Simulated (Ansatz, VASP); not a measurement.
**Ag: VASP beside Ansatz**

```
Ag
1.0
     2.88620    0.00000    0.00000
    -1.44310    2.49952    0.00000
     0.00000    0.00000   10.00000
Ag
4
Cartesian
  0.0000 1.6663 2.5000
  1.4431 0.8332 7.5000
  0.0000 0.0000 0.0000
  0.0000 0.0000 5.0000
```

Alike in both runs: task relaxation of cell and atoms; functional revPBE; k mesh 13 × 13 × 3; occupations fermi-dirac, width 0.1 eV; no spin polarisation.

|  | VASP | Ansatz |
| --- | --- | --- |
| version | VASP 6.6.1 | Ansatz 0.2.0 |
| potentials or method | VASP PAW PBE potentials, release 64 (Ag), cutoff 600 eV | plane waves (420 eV) with PAW, scalar-relativistic |
| valence electrons in the cell | 44 | 76 |

Ansatz gave:

```
relaxed volume (Å³/atom)                                     : 18.44
relaxed cell length with the largest relative difference (Å) : 2.955
```

Task: Which values does VASP return?

Result: Relaxed volume (Å³/atom): 18.42; relaxed cell length with the largest relative difference (Å): 2.954.

VASP's potentials were made for PBE, not for revPBE. VASP's potentials hold 44 valence electrons a cell and Ansatz's 76, so a difference there can come from the potentials and not from the codes.
